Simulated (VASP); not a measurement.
Crystal: KCl.

```
K Cl
1.0
     0.00000    3.14187    3.14187
     3.14187    0.00000    3.14187
     3.14187    3.14187    0.00000
K Cl
1 1
Direct
  0.00000 0.00000 0.00000
  0.50000 0.50000 0.50000
```

```yaml
Program: VASP 6.6.1
Task: relaxation of cell and atoms
Functional: PBE
Potentials_or_basis: VASP PAW PBE potentials, release 64 (K_sv, Cl)
Cutoff: 600 eV
k_mesh: 6 × 6 × 6
Occupations: fermi-dirac, width 0.02 eV
Spin: no spin polarisation
```

At the start: pressure 0.9 GPa; volume 31.01 Å³/atom.

Task: How do energy, volume and symmetry change on relaxing?

Result: Over 3 steps the energy falls by 4.2 meV/atom and the volume is 32.58 Å³/atom (+5.0 %); space group Fm-3m (No. 225, to 0.1 Å) before and after.

The path:
| step | energy change (eV) | largest force (eV/Å) | pressure (GPa) | volume (Å³) |
| --- | --- | --- | --- | --- |
| 1 | 0.0000 | 0.0000 | 0.91 | 62.03 |
| 2 | -0.0065 | 0.0000 | 0.41 | 63.62 |
| 3 | -0.0084 | 0.0000 | -0.01 | 65.15 |

Final structure:
```xyz
2
Lattice="0.0000 3.1938 3.1938 3.1938 0.0000 3.1938 3.1938 3.1938 0.0000" Properties=species:S:1:pos:R:3 pbc="T T T"
K     0.0000    0.0000    0.0000
Cl    3.1938    3.1938    3.1938
```
